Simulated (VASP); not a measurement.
**SrO: single point with PBEsol**

SrO:

```
Sr O
1.0
     2.52812    2.52812    0.00000
    -2.52812    2.52812    0.00000
     0.00000    2.52812    2.52812
Sr O
1 1
Direct
  0.50000 0.50000 0.00000
  0.00000 0.00000 0.00000
```

| Item | Value |
| --- | --- |
| Program | VASP 6.6.1 |
| Task | single point |
| Functional | PBEsol |
| Potentials or basis | VASP PAW PBE potentials, release 64 (Sr_sv, O) |
| Cutoff | 600 eV |
| k mesh | 8 × 8 × 8 |
| Occupations | gaussian, width 0.01 eV |
| Spin | no spin polarisation |

The pressure is 4.7 GPa and the band gap on the k mesh is 3.11 eV (least direct gap 3.16 eV).

Levels at points of the mesh, in eV from the valence-band top:
```
           k point  band 5  band 6  band 7  band 8  band 9  band 10  band 11  band 12
(0.00, 0.00, 0.00)  -13.66    0.00    0.00    0.00    4.19     6.26     6.26     6.26
(0.50, 0.00, 0.00)  -12.45   -2.33   -1.26   -1.26    6.71     8.69     9.14     9.14
(0.50, 0.50, 0.00)  -14.11   -0.34   -0.05   -0.05    3.11     8.15    10.53    10.67
```

It took 12 s on 1 thread of Intel(R) Xeon(R) 6975P-C (Granite Rapids) (shared host), peak memory 0.18 GiB.

Caveat: the cell stands under pressure; the PAW data sets were made with another functional, which shifts forces and pressure a little. A k mesh can miss the band edges.
